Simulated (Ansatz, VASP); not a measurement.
## In3Cu in VASP and in Ansatz

```
In Cu
1.0
     4.40709   -0.03913   -0.03913
    -0.03913    4.40709   -0.03913
    -0.03913   -0.03913    4.40709
In Cu
3 1
Cartesian
  -0.0391 2.1840 2.1840
  2.1840 -0.0391 2.1840
  2.1840 2.1840 -0.0391
  0.0000 0.0000 0.0000
```

Alike in both runs: task single point; functional LDA; k mesh 10 × 10 × 10; occupations gaussian, width 0.15 eV; no spin polarisation.

|  | VASP | Ansatz |
| --- | --- | --- |
| version | VASP 6.6.1 | Ansatz 0.2.0 |
| potentials or method | VASP PAW LDA potentials, release 64 (In_d, Cu), cutoff 520 eV | scalar-relativistic, plane waves, PAW |
| valence electrons in the cell | 50 | 58 |

|  | VASP | Ansatz | Ansatz less VASP |
| --- | --- | --- | --- |
| gap on the k mesh at the Fermi level (eV) | none | none | - |
| pressure (GPa) | -2.9 | -2.9 | -0.07 |

LDA's correlation is that of Perdew and Zunger in VASP and of Perdew and Wang (1992) in Ansatz. A gap of «none» marks a metal or a gap that the smearing closes. VASP's potentials hold 50 valence electrons a cell and Ansatz's 58, so a difference there can come from the potentials and not from the codes.
